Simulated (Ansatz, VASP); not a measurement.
Hf: VASP beside Ansatz

File INCAR:

```
SYSTEM = Hf
PREC = Accurate
ENCUT = 520
EDIFF = 1E-7
ISMEAR = -1
SIGMA = 0.1
LREAL = .FALSE.
LASPH = .TRUE.
NELM = 80
ALGO = Normal
ISIF = 2
LWAVE = .FALSE.
LCHARG = .TRUE.
GGA = B5
ALDAX = 1.0
AGGAX = 1.0
AGGAC = 1.0
ALDAC = 0.0
LELF = .TRUE.
LVHAR = .TRUE.
NBANDS = 11
```

The input KPOINTS:

```
Automatic mesh
0
G
  14 14 14
  0 0 0
```

File POSCAR:

```
Hf
1.0
   -1.7889954254      1.7889954254      1.7889954254
    1.7889954254     -1.7889954254      1.7889954254
    1.7889954254      1.7889954254     -1.7889954254
Hf
1
Direct
    0.0000000000      0.0000000000      0.0000000000
```

Input for Ansatz:

```yaml
crystal:
  lattice:
    - [-1.7889954254, 1.7889954254, 1.7889954254]
    - [1.7889954254, -1.7889954254, 1.7889954254]
    - [1.7889954254, 1.7889954254, -1.7889954254]
  atoms:
    - { symbol: Hf, position: [0.0, 0.0, 0.0] }
hamiltonian:
  xc: blyp
  pseudopotentials:
    kind: paw
    azcp:
      Hf: "pseudopotentials/Hf.paw.azcp"
basis:
  ecutwfc: 420
  fft_grid_basis: typed
kpoints:
  mp_grid: { grid: [14, 14, 14], shift: [0, 0, 0] }
magnetization:
  spin_polarized: false
scf:
  occupations: { method: fermi_dirac, width: 0.1 }
  lower_state_search: "off"
output:
  stress: true
```

Alike in both runs: task single point; functional BLYP; k mesh 14 × 14 × 14; occupations fermi-dirac, width 0.1 eV; no spin polarisation.

```csv
,VASP,Ansatz
version,VASP 6.6.1,Ansatz 0.2.0
potentials or method,"VASP PAW PBE potentials, release 64 (Hf_pv), cutoff 520 eV","plane waves (420 eV) with PAW, scalar-relativistic"
valence electrons in the cell,10,26
```

```csv
,VASP,Ansatz,Ansatz less VASP
pressure (GPa),0.1,0.1,-0.04
```

VASP's potentials were made for PBE, not for BLYP. VASP's potentials hold 10 valence electrons a cell and Ansatz's 26, so a difference there can come from the potentials and not from the codes.

Neither program's run includes spin-orbit coupling.
